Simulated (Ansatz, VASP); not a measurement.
# One calculation of LiF, two programs

File INCAR:

```
SYSTEM = LiF
PREC = Accurate
ENCUT = 520
EDIFF = 1E-7
ISMEAR = 0
SIGMA = 0.05
LREAL = .False.
LASPH = .True.
NELM = 100
ALGO = Normal
ISIF = 2
LWAVE = .False.
LCHARG = .False.
GGA = CA
NBANDS = 12
```

Contents of KPOINTS:

```
regular mesh
0
Gamma
  10 10 10
  0 0 0
```

POSCAR

```
LiF
1.0
    0.0000000000      2.0240700000      2.0140000000
    2.0140000000      0.0000000000      2.0140000000
    2.0140000000      2.0240700000      0.0000000000
Li F
1 1
Direct
    0.0000000000      0.0000000000      0.0000000000
    0.5000000000      0.5000000000      0.5000000000
```

Input for Ansatz:

```yaml
crystal:
  lattice:
    - [0.0, 2.02407, 2.014]
    - [2.014, 0.0, 2.014]
    - [2.014, 2.02407, 0.0]
  atoms:
    - { symbol: Li, position: [0.0, 0.0, 0.0] }
    - { symbol: F, position: [0.5, 0.5, 0.5] }
basis:
  ecutwfc: 420
kpoints:
  mp_grid: { grid: [10, 10, 10] }
hamiltonian:
  xc: lda
scf:
  occupations: { method: gaussian, width: 0.05 }
output:
  forces: true
  stress: true
  eigenvalues: true
```

Change from the starting cell: strain +0.0050 x Voigt [0, 1, 0, 0, 0, 0], atoms carried along.

Alike in both runs: task single point; functional LDA; k mesh 10 × 10 × 10; occupations gaussian, width 0.05 eV; no spin polarisation.

|  | VASP | Ansatz |
| --- | --- | --- |
| version | VASP 6.6.1 | Ansatz 0.2.0 |
| potentials or method | VASP PAW LDA potentials, release 64 (Li_sv, F), cutoff 520 eV | scalar-relativistic, plane waves, PAW |
| valence electrons in the cell | 10 | 10 |

```tsv
	VASP	Ansatz	Ansatz less VASP
gap on the k mesh at the Fermi level (eV)	8.78	8.79	+0.011
least direct gap on the mesh (eV)	8.78	8.79	+0.011
```

LDA's correlation is that of Perdew and Zunger in VASP and of Perdew and Wang (1992) in Ansatz.

Noted on VASP's run: the cutoff is short for stress, so the pressure is rough.
